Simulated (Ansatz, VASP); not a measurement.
**Al in VASP and in Ansatz**

```xyz
12
Lattice="5.6324 0.0000 0.0000 -2.8162 4.8778 0.0000 0.0000 0.0000 24.5851" Properties=species:S:1:pos:R:3 pbc="T T T"
Al    1.4081    0.8130    8.0000
Al    0.0000    3.2519    8.0000
Al    4.2243    0.8130    8.0000
Al    2.8162    3.2519    8.0000
Al    2.8175    1.6257   10.2956
Al    1.4092    4.0645   10.2958
Al    0.0012    1.6258   10.2937
Al   -1.4069    4.0648   10.2953
Al   -1.4044    2.4379   12.5898
Al    0.0023    0.0010   12.5902
Al    1.4095    2.4378   12.5917
Al    2.8187   -0.0004   12.5922
```

Alike in both runs: task single point; functional PBE; dispersion D3(BJ); k mesh 4 × 4 × 1; occupations gaussian, width 0.1 eV; no spin polarisation.

|  | VASP | Ansatz |
| --- | --- | --- |
| version | VASP 6.6.1 | Ansatz 0.2.0 |
| potentials or method | VASP PAW PBE potentials, release 64 (Al), cutoff 520 eV | scalar-relativistic, plane waves, PAW |
| valence electrons in the cell | 36 | 36 |

|  | VASP | Ansatz | Ansatz less VASP |
| --- | --- | --- | --- |
| gap on the k mesh at the Fermi level (eV) | none | none | - |
| rms of the force components (eV/Å) | 0.006 | 0.005 | -0.0008 |

Atom by atom the forces differ by 0.001 eV/Å (rms over components). A gap of «none» marks a metal or a gap that the smearing closes.
